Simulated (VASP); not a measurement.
# WS2 (P6_3/mmc) in VASP: further runs

The runs below take WS2 through single point, with PBEsol+D3(BJ).

Program: VASP 6.6.1. These are calculated values, not measurements. Logs are shortened: lines on timing, memory, paths and dates and some standing lists are left out, and cuts for length are marked.

## (1) The cell of the first run

It takes space group P6_3/mmc (No. 194, hexagonal). Conventional cell: a = 3.096 Å, b = 3.096 Å, c = 11.558 Å, α = 90.00°, β = 90.00°, γ = 120.00°. W (site symmetry -6m2) has 6 S at 2.38 Å and 6 W at 3.10 Å within 3.1 Å. Within 3.2 Å of S (site symmetry 3m) lie 3 W at 2.38 Å and 10 S at 3.10 to 3.18 Å.

## (2) Single point, PBEsol+D3(BJ) (15.99 Å³/atom)

Contents of INCAR:

```
ALGO = Normal
EDIFF = 1E-6
ENCUT = 520
GGA = PS
ISIF = 2
ISMEAR = 0
IVDW = 12
LASPH = T
LCHARG = F
LREAL = F
LWAVE = F
NBANDS = 35
NELM = 100
PREC = Accurate
SIGMA = 0.02
```

Contents of KPOINTS:

```
k-points
0
Gamma
  12 12 4
```

Contents of POSCAR:

```
WS2
1.0
    3.0959065630      0.0000000000      0.0000000000
   -1.5479532815      2.6811337313      0.0000000000
    0.0000000000      0.0000000000     11.5581101062
W S
2 4
Direct
    0.3333333333      0.6666666667      0.2500000000
    0.6666666667      0.3333333333      0.7500000000
    0.3333333333      0.6666666667      0.6137681954
    0.6666666667      0.3333333333      0.1137681954
    0.3333333333      0.6666666667      0.8862318046
    0.6666666667      0.3333333333      0.3862318046
```

Potentials or basis: VASP PAW PBE potentials, release 64 (W_sv, S).

Command:

```
cat potpaw_PBE.64/W_sv/POTCAR potpaw_PBE.64/S/POTCAR > POTCAR
mpirun -np 1 vasp_std > vasp.out
```

OUTCAR:

```text
EDIFF = 1E-6
   ENCUT = 520
   GGA = PS
   ISIF = 2
   ISMEAR = 0
   IVDW = 12
   LASPH = T
   LREAL = F
   NELM = 100
   PREC = Accurate
 IVDW          = 12

 ion  position               nearest neighbor table
   1  0.333  0.667  0.250-   4 2.38   6 2.38   4 2.38   6 2.38   4 2.38   6 2.38
   2  0.667  0.333  0.750-   3 2.38   5 2.38   3 2.38   5 2.38   3 2.38   5 2.38
   3  0.333  0.667  0.614-   2 2.38   2 2.38   2 2.38
   4  0.667  0.333  0.114-   1 2.38   1 2.38   1 2.38
   5  0.333  0.667  0.886-   2 2.38   2 2.38   2 2.38
   6  0.667  0.333  0.386-   1 2.38   1 2.38   1 2.38

  LATTYP: Found a hexagonal cell.
 ALAT       =     3.0959065630
 C/A-ratio  =     3.7333523706

  Lattice vectors:

 A1 = (   3.0959065630,   0.0000000000,   0.0000000000)
 A2 = (  -1.5479532815,   2.6811337313,   0.0000000000)
 A3 = (   0.0000000000,   0.0000000000,  11.5581101062)

Analysis of symmetry for initial positions (statically):
=====================================================================
 Subroutine PRICEL returns:
 Original cell was already a primitive cell.

 Routine SETGRP: Setting up the symmetry group for a
 hexagonal supercell.

 Subroutine GETGRP returns: Found 24 space group operations
 (whereof 12 operations were pure point group operations)
 out of a pool of 24 trial point group operations.

The static configuration has the point symmetry D_3d.
 The point group associated with its full space group is D_6h.

Analysis of symmetry for dynamics (positions and initial velocities):
=====================================================================
 Subroutine PRICEL returns:
 Original cell was already a primitive cell.

 Routine SETGRP: Setting up the symmetry group for a
 hexagonal supercell.

 Subroutine GETGRP returns: Found 24 space group operations
 (whereof 12 operations were pure point group operations)
 out of a pool of 24 trial point group operations.

The dynamic configuration has the point symmetry D_3d.
 The point group associated with its full space group is D_6h.

 Subroutine INISYM returns: Found 24 space group operations
 (whereof 12 operations are pure point group operations),
 and found     1 'primitive' translations

----------------------------------------------------------------------------------------

                                     Primitive cell

  volume of cell :      95.9385

  direct lattice vectors                    reciprocal lattice vectors
     3.095906563  0.000000000  0.000000000     0.323007164  0.186488273  0.000000000
    -1.547953281  2.681133731  0.000000000     0.000000000  0.372976547  0.000000000
     0.000000000  0.000000000 11.558110106     0.000000000  0.000000000  0.086519335

  length of vectors
     3.095906563  3.095906563 11.558110106     0.372976547  0.372976547  0.086519335

  position of ions in fractional coordinates (direct lattice)
     0.333333333  0.666666667  0.250000000
     0.666666667  0.333333333  0.750000000
     0.333333333  0.666666667  0.613768195
     0.666666667  0.333333333  0.113768195
     0.333333333  0.666666667  0.886231805
     0.666666667  0.333333333  0.386231805

  ion indices of the primitive-cell ions
   primitive index   ion index
                 1           1
                 2           2
                 3           3
                 4           4
                 5           5
                 6           6

----------------------------------------------------------------------------------------

 KPOINTS: k-points

Automatic generation of k-mesh.
 Grid dimensions read from file:
 generate k-points for:   12   12    4

 Generating k-lattice:

  Cartesian coordinates                     Fractional coordinates (reciprocal lattice)
     0.026917264  0.015540689  0.000000000     0.083333333  0.000000000  0.000000000
     0.000000000  0.031081379  0.000000000     0.000000000  0.083333333  0.000000000
     0.000000000  0.000000000  0.021629834     0.000000000  0.000000000  0.250000000

  Length of vectors
     0.031081379  0.031081379  0.021629834

  Shift w.r.t. Gamma in fractional coordinates (k-lattice)
     0.000000000  0.000000000  0.000000000

 Subroutine IBZKPT returns following result:
 ===========================================

 Found     57 irreducible k-points:

 Following reciprocal coordinates:
            Coordinates               Weight
  0.000000  0.000000  0.000000      1.000000
  0.083333 -0.000000  0.000000      6.000000
  0.166667  0.000000  0.000000      6.000000
  0.250000 -0.000000  0.000000      6.000000
  0.333333  0.000000  0.000000      6.000000
  0.416667  0.000000  0.000000      6.000000
[... 16 lines left out ...]
  0.250000 -0.000000  0.250000     12.000000
  0.333333  0.000000  0.250000     12.000000
 [... further k-points ...]
   k-points           NKPTS =     57   k-points in BZ     NKDIM =     57   number of bands    NBANDS=     35
   number of dos      NEDOS =    301   number of ions     NIONS =      6
   total plane-waves  NPLWV =  51840
   dimension x,y,z NGX =    24 NGY =   24 NGZ =   90
   dimension x,y,z NGXF=    48 NGYF=   48 NGZF=  180
   ions per type =               2   4
   NGX,Y,Z   is equivalent  to a cutoff of  12.89, 12.89, 12.95 a.u.
   NGXF,Y,Z  is equivalent  to a cutoff of  25.78, 25.78, 25.89 a.u.
 SYSTEM =  unknown system
   PREC   = accura    normal or accurate (medium, high low for compatibility)
   ISTART =      0    job   : 0-new  1-cont  2-samecut
   ICHARG =      2    charge: 1-file 2-atom 10-const
   ISPIN  =      1    spin polarized calculation?
   LNONCOLLINEAR =      F non collinear calculations
   LSORBIT =      F    spin-orbit coupling
   LASPH  =      T    aspherical Exc in radial PAW
   ENCUT  =  520.0 eV  38.22 Ry    6.18 a.u.   5.76  5.76 21.49*2*pi/ulx,y,z
   NELM   =    100;   NELMIN=  2; NELMDL= -5     # of ELM steps
   EDIFF  = 0.1E-05   stopping-criterion for ELM
   LREAL  =      F    real-space projection
   EDIFFG = 0.1E-04   stopping-criterion for IOM
   NSW    =      0    number of steps for IOM
   IBRION =     -1    ionic relax: 0-MD 1-quasi-New 2-CG
   NFREE  =      0    steps in history (QN), initial steepest desc. (CG)
   ISIF   =      2    stress and relaxation
   ISYM   =      2    0-nonsym 1-usesym 2-fastsym
   POTIM  = 0.5000    time-step for ionic-motion
   TEBEG  =    0.0;   TEEND  =   0.0 temperature during run
   PSTRESS=    0.0 pullay stress
   NELECT =      52.0000    total number of electrons
   NUPDOWN=      -1.0000    fix difference up-down
   EMIN   =  10.00;   EMAX   =-10.00  energy-range for DOS
   EFERMI =   0.00;   METHOD = LEGACY
   ISMEAR =     0;   SIGMA  =   0.02  broadening in eV -4-tet -1-fermi 0-gaus
   EFERMI_NEDOS =   21; number of points for ismear=-14 and -15
   IALGO  =     38    algorithm
   IMIX   =      4    mixing-type and parameters
     AMIX     =   0.40;   BMIX     =  1.00
     AMIX_MAG =   1.60;   BMIX_MAG =  1.00
  volume/ion in A,a.u.               =      15.99       107.90
  Fermi-wavevector in a.u.,A,eV,Ry     =   1.334786  2.522379 24.240861  1.781653
  Thomas-Fermi vector in A             =   2.463540
   LORBIT       =      0    0 simple, 1 ext, 2 COOP (PROOUT), +10 PAW based schemes
   GGA     = PS    functional components
   LHFCALC =     F    Hartree Fock is set to
   AEXX    =    0.0000 exact exchange contribution
   IVDW    =    12    specifies the selected vdW correction
   LEPSILON=     F    determine dielectric tensor
   LRPA    =     F    only Hartree local field effects (RPA)
 non-spin polarized calculation
 Gauss-broadening in eV      SIGMA  =   0.02
  energy-cutoff  :      520.00
  volume of cell :       95.94
 maximum number of plane-waves:      2628
 NGX is ok and might be reduce to    24
   NGX = 11   NGY = 11   NGZ = 43

 number of electron      52.0000006 magnetization

 Free energy of the ion-electron system (eV)
  ---------------------------------------------------
  ext. energy  EPLUGINS =         0.00000000
  ---------------------------------------------------
  free energy    TOTEN  =       -50.34125295 eV

  energy without entropy =      -50.34125295  energy(sigma->0) =      -50.34125295

 E-fermi :   9.0874     XC(G=0): -11.7735

 val. band max:        8.9518724813   @ k =   0.0000   0.0000   0.0000
 cond. band min:       9.5015063639   @ k =   0.1667   0.1667   0.0000
 fundamental gap:      0.5496338826
 Fermi energy:         9.0873789330

 k-point     1 :       0.0000    0.0000    0.0000
  band No.  band energies     occupation
      1     -65.7309      2.00000
      2     -65.7309      2.00000
      3     -30.0562      2.00000
      4     -30.0560      2.00000
      5     -29.8052      2.00000
      6     -29.8052      2.00000
[... 27 lines left out ...]
     34      11.5116      0.00000
     35      13.8413      0.00000

 k-point     2 :       0.0833   -0.0000    0.0000
  band No.  band energies     occupation
      1     -65.7292      2.00000
      2     -65.7292      2.00000
      3     -30.0505      2.00000
      4     -30.0503      2.00000
      5     -29.8363      2.00000
      6     -29.8363      2.00000
[... 27 lines left out ...]
     34      11.4493      0.00000
     35      14.4314      0.00000

 k-point     3 :       0.1667    0.0000    0.0000
  band No.  band energies     occupation
      1     -65.7246      2.00000
      2     -65.7246      2.00000
      3     -30.0349      2.00000
      4     -30.0348      2.00000
      5     -29.9206      2.00000
      6     -29.9205      2.00000
[... 27 lines left out ...]
     34      12.0548      0.00000
     35      15.5385      0.00000

 k-point     4 :       0.2500   -0.0000    0.0000
  band No.  band energies     occupation
      1     -65.7183      2.00000
      2     -65.7183      2.00000
      3     -30.0338      2.00000
      4     -30.0337      2.00000
      5     -30.0135      2.00000
      6     -30.0134      2.00000
[... 27 lines left out ...]
     34      12.6881      0.00000
     35      15.5451      0.00000

 k-point     5 :       0.3333    0.0000    0.0000
  band No.  band energies     occupation
      1     -65.7120      2.00000
      2     -65.7120      2.00000
      3     -30.1449      2.00000
      4     -30.1449      2.00000
      5     -29.9921      2.00000
      6     -29.9920      2.00000
[... 638 lines left out ...]
 k-point    22 :       0.1667    0.0000    0.2500
  band No.  band energies     occupation
      1     -65.7246      2.00000
      2     -65.7246      2.00000
      3     -30.0349      2.00000
      4     -30.0348      2.00000
      5     -29.9206      2.00000
      6     -29.9206      2.00000
[... 27 lines left out ...]
     34      12.0311      0.00000
     35      15.6333      0.00000

 k-point    23 :       0.2500   -0.0000    0.2500
  band No.  band energies     occupation
      1     -65.7183      2.00000
      2     -65.7183      2.00000
      3     -30.0338      2.00000
      4     -30.0337      2.00000
      5     -30.0135      2.00000
      6     -30.0134      2.00000
[... 27 lines left out ...]
     34      12.6283      0.00000
     35      15.3842      0.00000

 k-point    24 :       0.3333    0.0000    0.2500
  band No.  band energies     occupation
      1     -65.7120      2.00000
      2     -65.7120      2.00000
      3     -30.1449      2.00000
      4     -30.1449      2.00000
      5     -29.9921      2.00000
      6     -29.9920      2.00000
[... 27 lines left out ...]
     34      13.0557      0.00000
     35      14.4457      0.00000

 [... further k-points ...]

------------------------ aborting loop because EDIFF is reached ----------------------------------------

 Edisp (eV)   -2.57956

 E8    (eV) :    -1.6747

  FORCE on cell =-STRESS in cart. coord.  units (eV):
  Direction    XX          YY          ZZ          XY          YZ          ZX
  --------------------------------------------------------------------------------------
  -------------------------------------------------------------------------------------
  Total       1.57993     1.57993     1.60819     0.00000    -0.00000     0.00000
  in kB      26.38491    26.38491    26.85688     0.00000    -0.00000     0.00000
  external pressure =       26.54 kB  Pullay stress =        0.00 kB

 VOLUME and BASIS-vectors are now :
 -----------------------------------------------------------------------------
  energy-cutoff  :      520.00
  volume of cell :       95.94
      direct lattice vectors                 reciprocal lattice vectors
     3.095906563  0.000000000  0.000000000     0.323007164  0.186488273  0.000000000
    -1.547953281  2.681133731  0.000000000     0.000000000  0.372976547  0.000000000
     0.000000000  0.000000000 11.558110106     0.000000000  0.000000000  0.086519335

 POSITION                                       TOTAL-FORCE (eV/Angst)
 -----------------------------------------------------------------------------------
     -0.00000      1.78742      2.88953         0.000000     -0.000000      0.000000
      1.54795      0.89371      8.66858         0.000000     -0.000000      0.000000
     -0.00000      1.78742      7.09400         0.000000      0.000000     -0.017005
      1.54795      0.89371      1.31495        -0.000000      0.000000     -0.017005
     -0.00000      1.78742     10.24316        -0.000000     -0.000000      0.017005
      1.54795      0.89371      4.46411        -0.000000      0.000000      0.017005
 -----------------------------------------------------------------------------------
    total drift:                                0.000000     -0.000000      0.000000

  FREE ENERGIE OF THE ION-ELECTRON SYSTEM (eV)
  ---------------------------------------------------
  free  energy   TOTEN  =       -52.9208115691 eV

  energy  without entropy=      -52.9208115691  energy(sigma->0) =      -52.92081157
```

It took 2 min on 1 thread of Intel Xeon Platinum 8488C (Sapphire Rapids), shared host; peak memory 0.32 GiB.

What came out:

* Free energy: -52.9208 eV
* Pressure: 2.7 GPa
* Largest force: 0.017 eV/Å
* Band gap on the k mesh: 0.55 eV (least direct gap 1.97 eV)
* Dispersion energy per atom: -0.430 eV

Forces on the atoms (eV/Å):
```
W    0.000  0.000  0.000
W    0.000  0.000  0.000
S    0.000  0.000 -0.017
S    0.000  0.000 -0.017
S    0.000  0.000  0.017
S    0.000  0.000  0.017
```

Levels at points of the mesh, in eV from the valence-band top:
| k point | band 23 | band 24 | band 25 | band 26 | band 27 | band 28 | band 29 | band 30 |
| --- | --- | --- | --- | --- | --- | --- | --- | --- |
| (0.00, 0.00, 0.00) | -2.30 | -1.74 | -1.15 | 0.00 | 2.12 | 2.12 | 2.20 | 2.20 |
| (0.50, 0.00, 0.00) | -2.25 | -2.14 | -1.79 | -1.77 | 2.33 | 2.36 | 2.42 | 2.91 |
| (0.00, 0.00, 0.50) | -2.36 | -2.36 | -0.29 | -0.29 | 2.16 | 2.16 | 2.16 | 2.16 |
| (0.50, 0.00, 0.50) | -2.00 | -2.00 | -1.92 | -1.92 | 2.37 | 2.37 | 2.74 | 2.74 |

Caveat: the PAW data sets were made with another functional, which shifts forces and pressure a little; spin-orbit coupling is left out, which moves the levels of the heavy elements. A k mesh can miss the band edges.

(Part 1 of 2 ends here.)
